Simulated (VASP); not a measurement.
# Zn (P-6m2) in VASP: single point with PBE

Aim: the single point of Zn with PBE.

All numbers are computed with VASP 6.6.1; they aren't measurements. Logs are shortened: lines on timing, memory, paths and dates and some standing lists are left out, and cuts for length are marked.

## 1. The cell of the first run

Symmetry: P-6m2, No. 187, hexagonal system. The conventional cell has a = 2.636 Å, b = 2.636 Å, c = 15.291 Å, α = 90.00°, β = 90.00°, γ = 120.00°. Within 3.5 Å of Zn (site symmetry 3m) lie 12 Zn at 2.64 to 2.97 Å. Zn (site symmetry -6m2) has 12 Zn at 2.64 to 2.96 Å within 3.5 Å. Zn (site symmetry 3m) has 12 Zn at 2.64 to 2.97 Å within 3.5 Å. Within 3.5 Å of Zn (site symmetry -6m2) lie 12 Zn at 2.64 to 2.97 Å.

## 2. Single point, PBE

INCAR reads:

```
PREC     = Accurate       # precision mode
ENCUT    = 520            # plane-wave cutoff, eV
EDIFF    = 1E-6           # SCF threshold, eV
ISMEAR   = 0              # smearing method
SIGMA    = 0.1            # smearing width, eV
LREAL    = False          # projectors in reciprocal space
LASPH    = True           # aspherical terms in the spheres
NELM     = 100            # most SCF steps
ALGO     = Fast           # electronic algorithm
ISIF     = 2              # what is computed and relaxed
LWAVE    = False          # write WAVECAR
LCHARG   = False          # write CHGCAR
GGA      = PE             # functional
NBANDS   = 45             # bands
```

KPOINTS reads:

```
regular mesh
0
Gamma
  18 18 4
```

POSCAR reads:

```
Zn
1.0
    2.6358484956      0.0000000000      0.0000000000
   -1.3179242478      2.2827117577      0.0000000000
    0.0000000000      0.0000000000     15.2911223275
Zn
6
Direct
    0.0000000000      0.0000000000      0.0006894745
    0.3333333333      0.6666666667      0.1666666667
    0.0000000000      0.0000000000      0.3326438589
    0.3333333333      0.6666666667      0.4997728370
    0.6666666667      0.3333333333      0.6666666667
    0.3333333333      0.6666666667      0.8335604963
```

Potentials or basis: VASP PAW PBE potentials, release 64 (Zn).

Run with:

```console
cat potpaw_PBE.64/Zn/POTCAR > POTCAR
mpirun -np 1 vasp_std > vasp.out
```

OUTCAR:

```text
PREC = Accurate
   ENCUT = 520
   EDIFF = 1E-6
   ISMEAR = 0
   LREAL = False
   LASPH = True
   NELM = 100
   ISIF = 2
   GGA = PE

 ion  position               nearest neighbor table
   1  0.000  0.000  0.001-   2 2.96   2 2.96   2 2.96   6 2.97   6 2.97   6 2.97
   2  0.333  0.667  0.167-   3 2.96   1 2.96   3 2.96   1 2.96   3 2.96   1 2.96
   3  0.000  0.000  0.333-   2 2.96   2 2.96   2 2.96   4 2.97   4 2.97   4 2.97
   4  0.333  0.667  0.500-   5 2.97   5 2.97   5 2.97   3 2.97   3 2.97   3 2.97
   5  0.667  0.333  0.667-   6 2.97   6 2.97   6 2.97   4 2.97   4 2.97   4 2.97
   6  0.333  0.667  0.834-   5 2.97   5 2.97   5 2.97   1 2.97   1 2.97   1 2.97

  LATTYP: Found a hexagonal cell.
 ALAT       =     2.6358484956
 C/A-ratio  =     5.8012144298

  Lattice vectors:

 A1 = (   2.6358484956,   0.0000000000,   0.0000000000)
 A2 = (  -1.3179242478,   2.2827117577,   0.0000000000)
 A3 = (   0.0000000000,   0.0000000000,  15.2911223275)

Analysis of symmetry for initial positions (statically):
=====================================================================
 Subroutine PRICEL returns:
 Original cell was already a primitive cell.

 Routine SETGRP: Setting up the symmetry group for a
 hexagonal supercell.

 Subroutine GETGRP returns: Found 12 space group operations
 (whereof  6 operations were pure point group operations)
 out of a pool of 24 trial point group operations.

The static configuration has the point symmetry C_3v.
 The point group associated with its full space group is D_3h.

Analysis of symmetry for dynamics (positions and initial velocities):
=====================================================================
 Subroutine PRICEL returns:
 Original cell was already a primitive cell.

 Routine SETGRP: Setting up the symmetry group for a
 hexagonal supercell.

 Subroutine GETGRP returns: Found 12 space group operations
 (whereof  6 operations were pure point group operations)
 out of a pool of 24 trial point group operations.

The dynamic configuration has the point symmetry C_3v.
 The point group associated with its full space group is D_3h.

 Subroutine INISYM returns: Found 12 space group operations
 (whereof  6 operations are pure point group operations),
 and found     1 'primitive' translations

----------------------------------------------------------------------------------------

                                     Primitive cell

  volume of cell :      92.0049

  direct lattice vectors                    reciprocal lattice vectors
     2.635848496  0.000000000  0.000000000     0.379384476  0.219037729  0.000000000
    -1.317924248  2.282711758  0.000000000     0.000000000  0.438075459  0.000000000
     0.000000000  0.000000000 15.291122328     0.000000000  0.000000000  0.065397423

  length of vectors
     2.635848496  2.635848496 15.291122328     0.438075459  0.438075459  0.065397423

  position of ions in fractional coordinates (direct lattice)
     0.000000000  0.000000000  0.000689474
     0.333333333  0.666666667  0.166666667
     0.000000000  0.000000000  0.332643859
     0.333333333  0.666666667  0.499772837
     0.666666667  0.333333333  0.666666667
     0.333333333  0.666666667  0.833560496

  ion indices of the primitive-cell ions
   primitive index   ion index
                 1           1
                 2           2
                 3           3
                 4           4
                 5           5
                 6           6

----------------------------------------------------------------------------------------

 KPOINTS: regular mesh

Automatic generation of k-mesh.
 Grid dimensions read from file:
 generate k-points for:   18   18    4

 Generating k-lattice:

  Cartesian coordinates                     Fractional coordinates (reciprocal lattice)
     0.021076915  0.012168763  0.000000000     0.055555556  0.000000000  0.000000000
     0.000000000  0.024337525  0.000000000     0.000000000  0.055555556  0.000000000
     0.000000000  0.000000000  0.016349356     0.000000000  0.000000000  0.250000000

  Length of vectors
     0.024337525  0.024337525  0.016349356

  Shift w.r.t. Gamma in fractional coordinates (k-lattice)
     0.000000000  0.000000000  0.000000000

 Subroutine IBZKPT returns following result:
 ===========================================

 Found    111 irreducible k-points:

 Following reciprocal coordinates:
            Coordinates               Weight
  0.000000  0.000000  0.000000      1.000000
  0.055556  0.000000  0.000000      6.000000
  0.111111  0.000000  0.000000      6.000000
  0.166667  0.000000  0.000000      6.000000
  0.222222  0.000000  0.000000      6.000000
  0.277778  0.000000  0.000000      6.000000
[... 16 lines left out ...]
  0.333333  0.111111  0.000000     12.000000
  0.388889  0.111111  0.000000     12.000000
 [... further k-points ...]
   k-points           NKPTS =    111   k-points in BZ     NKDIM =    111   number of bands    NBANDS=     45
   number of dos      NEDOS =    301   number of ions     NIONS =      6
   total plane-waves  NPLWV =  48000
   dimension x,y,z NGX =    20 NGY =   20 NGZ =  120
   dimension x,y,z NGXF=    40 NGYF=   40 NGZF=  240
   ions per type =               6
   NGX,Y,Z   is equivalent  to a cutoff of  12.61, 12.61, 13.05 a.u.
   NGXF,Y,Z  is equivalent  to a cutoff of  25.23, 25.23, 26.09 a.u.
 SYSTEM =  unknown system
   PREC   = accura    normal or accurate (medium, high low for compatibility)
   ISTART =      0    job   : 0-new  1-cont  2-samecut
   ICHARG =      2    charge: 1-file 2-atom 10-const
   ISPIN  =      1    spin polarized calculation?
   LNONCOLLINEAR =      F non collinear calculations
   LSORBIT =      F    spin-orbit coupling
   LASPH  =      T    aspherical Exc in radial PAW
   ENCUT  =  520.0 eV  38.22 Ry    6.18 a.u.   4.90  4.90 28.43*2*pi/ulx,y,z
   NELM   =    100;   NELMIN=  2; NELMDL= -5     # of ELM steps
   EDIFF  = 0.1E-05   stopping-criterion for ELM
   LREAL  =      F    real-space projection
   EDIFFG = 0.1E-04   stopping-criterion for IOM
   NSW    =      0    number of steps for IOM
   IBRION =     -1    ionic relax: 0-MD 1-quasi-New 2-CG
   NFREE  =      0    steps in history (QN), initial steepest desc. (CG)
   ISIF   =      2    stress and relaxation
   ISYM   =      2    0-nonsym 1-usesym 2-fastsym
   POTIM  = 0.5000    time-step for ionic-motion
   TEBEG  =    0.0;   TEEND  =   0.0 temperature during run
   PSTRESS=    0.0 pullay stress
   NELECT =      72.0000    total number of electrons
   NUPDOWN=      -1.0000    fix difference up-down
   EMIN   =  10.00;   EMAX   =-10.00  energy-range for DOS
   EFERMI =   0.00;   METHOD = LEGACY
   ISMEAR =     0;   SIGMA  =   0.10  broadening in eV -4-tet -1-fermi 0-gaus
   EFERMI_NEDOS =   21; number of points for ismear=-14 and -15
   IALGO  =     68    algorithm
   IMIX   =      4    mixing-type and parameters
     AMIX     =   0.40;   BMIX     =  1.00
     AMIX_MAG =   1.60;   BMIX_MAG =  1.00
  volume/ion in A,a.u.               =      15.33       103.48
  Fermi-wavevector in a.u.,A,eV,Ry     =   1.508628  2.850893 30.966276  2.275957
  Thomas-Fermi vector in A             =   2.619057
   LORBIT       =      0    0 simple, 1 ext, 2 COOP (PROOUT), +10 PAW based schemes
   GGA     = PE    functional components
   LHFCALC =     F    Hartree Fock is set to
   AEXX    =    0.0000 exact exchange contribution
   IVDW    =     0    specifies the selected vdW correction
   LEPSILON=     F    determine dielectric tensor
   LRPA    =     F    only Hartree local field effects (RPA)
 non-spin polarized calculation
 RMM-DIIS sequential band-by-band and
 Gauss-broadening in eV      SIGMA  =   0.10
  energy-cutoff  :      520.00
  volume of cell :       92.00
 maximum number of plane-waves:      2550
 NGX is ok and might be reduce to    20
   NGX =  9   NGY =  9   NGZ = 57

 number of electron      71.9999978 magnetization

 Free energy of the ion-electron system (eV)
  ---------------------------------------------------
  ext. energy  EPLUGINS =         0.00000000
  ---------------------------------------------------
  free energy    TOTEN  =        -6.63125868 eV

  energy without entropy =       -6.62696350  energy(sigma->0) =       -6.62911109

 E-fermi :   2.9966     XC(G=0): -11.4980

 val. band max:        2.9792434056   @ k =   0.2778   0.1667   0.0000
 cond. band min:       3.0018831751   @ k =   0.3889   0.0556   0.0000
 fundamental gap:      0.0226397695
 Fermi energy:         2.9966200741

 k-point     1 :       0.0000    0.0000    0.0000
  band No.  band energies     occupation
      1      -7.3005      2.00000
      2      -6.7227      2.00000
      3      -6.7081      2.00000
      4      -5.7699      2.00000
      5      -5.7662      2.00000
      6      -5.6194      2.00000
[... 37 lines left out ...]
     44      21.2977      0.00000
     45      21.3596      0.00000

 k-point     2 :       0.0556    0.0000    0.0000
  band No.  band energies     occupation
      1      -7.2063      2.00000
      2      -6.6320      2.00000
      3      -6.6175      2.00000
      4      -5.7097      2.00000
      5      -5.7063      2.00000
      6      -5.5751      2.00000
[... 37 lines left out ...]
     44      19.4514      0.00000
     45      20.0604      0.00000

 k-point     3 :       0.1111    0.0000    0.0000
  band No.  band energies     occupation
      1      -6.9274      2.00000
      2      -6.3668      2.00000
      3      -6.3524      2.00000
      4      -5.5443      2.00000
      5      -5.5419      2.00000
      6      -5.4536      2.00000
[... 37 lines left out ...]
     44      17.3071      0.00000
     45      17.3547      0.00000

 k-point     4 :       0.1667    0.0000    0.0000
  band No.  band energies     occupation
      1      -6.4795      2.00000
      2      -5.9585      2.00000
      3      -5.9449      2.00000
      4      -5.3300      2.00000
      5      -5.3295      2.00000
      6      -5.2946      2.00000
[... 901 lines left out ...]
     44       9.6915      0.00000
     45      11.6950      0.00000

 k-point    23 :       0.3333    0.1111    0.0000
  band No.  band energies     occupation
      1      -5.2384      2.00000
      2      -5.2179      2.00000
      3      -5.2167      2.00000
      4      -5.1950      2.00000
      5      -5.1901      2.00000
      6      -5.1589      2.00000
[... 37 lines left out ...]
     44       8.7989      0.00000
     45      10.1896      0.00000

 k-point    24 :       0.3889    0.1111    0.0000
  band No.  band energies     occupation
      1      -5.2803      2.00000
      2      -5.2568      2.00000
      3      -5.2546      2.00000
      4      -5.2420      2.00000
      5      -5.2281      2.00000
      6      -5.2005      2.00000
[... 37 lines left out ...]
     44       9.2652      0.00000
     45      10.0916      0.00000

 [... further k-points ...]
[... 5 lines left out ...]
  --------------------------------------------------------------------------------------
  -------------------------------------------------------------------------------------
  Total        0.1687726      0.1687726     -0.0044861      0.0000000      0.0000000      0.0000000
  in kB        2.9390139      2.9390139     -0.0781215      0.0000000      0.0000000      0.0000000
  external PRESSURE =       1.9333021 kB  Pullay stress =       0.0000000 kB

 VOLUME and BASIS-vectors are now :
 -----------------------------------------------------------------------------
  energy-cutoff  :      520.00
  volume of cell :       92.00
      direct lattice vectors                 reciprocal lattice vectors
     2.635848496  0.000000000  0.000000000     0.379384476  0.219037729  0.000000000
    -1.317924248  2.282711758  0.000000000     0.000000000  0.438075459  0.000000000
     0.000000000  0.000000000 15.291122328     0.000000000  0.000000000  0.065397423

 POSITION                                       TOTAL-FORCE (eV/Angst)
 -----------------------------------------------------------------------------------
      0.00000      0.00000      0.01054         0.000000     -0.000000      0.004254
     -0.00000      1.52181      2.54852         0.000000     -0.000000     -0.000000
      0.00000      0.00000      5.08650         0.000000     -0.000000     -0.004254
     -0.00000      1.52181      7.64209        -0.000000      0.000000     -0.000119
      1.31792      0.76090     10.19408         0.000000      0.000000     -0.000000
     -0.00000      1.52181     12.74608        -0.000000      0.000000      0.000119
 -----------------------------------------------------------------------------------
    total drift:                               -0.000004      0.000002      0.000000

  FREE ENERGIE OF THE ION-ELECTRON SYSTEM (eV)
  ---------------------------------------------------
  free  energy   TOTEN  =        -6.6312586776 eV

  energy  without entropy=       -6.6269635002  energy(sigma->0) =       -6.62911109
```

Run time: 3.3 min. Hardware: 1 thread of Intel Xeon 6975P-C (Granite Rapids), shared host; peak memory 0.42 GiB.

Results:

```
Free energy            : -6.6313 eV
Pressure               : 0.2 GPa
Largest force          : 0.004 eV/Å
Band gap on the k mesh : zero (band 36 reaches 4.85 eV, above the bottom of band 37 at -0.45 eV)
```

Forces in eV/Å, atoms in the order of the input:
```
Zn   0.000  0.000  0.004
Zn   0.000  0.000  0.000
Zn   0.000  0.000 -0.004
Zn   0.000  0.000  0.000
Zn   0.000  0.000  0.000
Zn   0.000  0.000  0.000
```

Stress tensor (GPa, compression positive):
```
 0.29  0.00  0.00
 0.00  0.29  0.00
 0.00  0.00 -0.01
```
